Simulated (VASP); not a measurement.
Y: single point with PBEsol

The system is Y.

```
CELL_PARAMETERS angstrom
3.65150 0.00000 0.00000
-1.82575 3.16229 0.00000
0.00000 0.00000 5.89109
ATOMIC_POSITIONS crystal
Y 0.33333 0.66667 0.25000
Y 0.66667 0.33333 0.75000
```

This cell differs from its parent crystal: strain +0.000 along x and y, +0.025 along z.

```json
{
  "Program": "VASP 6.6.1",
  "Task": "single point",
  "Functional": "PBEsol",
  "Potentials or basis": "VASP PAW PBE potentials, release 64 (Y_sv)",
  "Cutoff": "520 eV",
  "k mesh": "18 × 18 × 8",
  "Occupations": "gaussian, width 0.15 eV",
  "Spin": "no spin polarisation",
  "Dipole correction": "no",
  "Further INCAR settings": "ALGO = Fast; EDIFF = 1e-07; NBANDS = 18"
}
```

```yaml
Pressure: -3.2 GPa
Band_gap_on_the_k_mesh: zero (bands 11 and 12 overlap by 1.25 eV)
```

Stress tensor (GPa, compression positive):
```
-2.53  0.00  0.00
 0.00 -2.53  0.00
 0.00  0.00 -4.46
```

Levels at points of the mesh, in eV from the Fermi level:
```tsv
k point	band 8	band 9	band 10	band 11	band 12	band 13	band 14	band 15
(0.00, 0.00, 0.00)	-22.43	-4.65	-1.88	0.63	1.74	1.74	1.80	2.27
(0.50, 0.00, 0.00)	-22.50	-1.65	-1.14	-0.80	-0.08	1.23	1.56	1.86
(0.00, 0.00, 0.50)	-22.47	-3.31	-3.31	0.82	0.82	1.70	1.70	1.70
(0.50, 0.00, 0.50)	-22.56	-1.62	-1.62	0.02	0.02	1.30	1.30	2.77
```

Run time: 12 min on 1 thread of Oxide Virtual Turin-like Processor, with other jobs on the host, peak memory 0.32 GiB.

Caveat: the cell differs from its parent crystal (strain +0.000 along x and y, +0.025 along z); the cell stands under tension; the PAW data sets were made with another functional, which shifts forces and pressure a little.
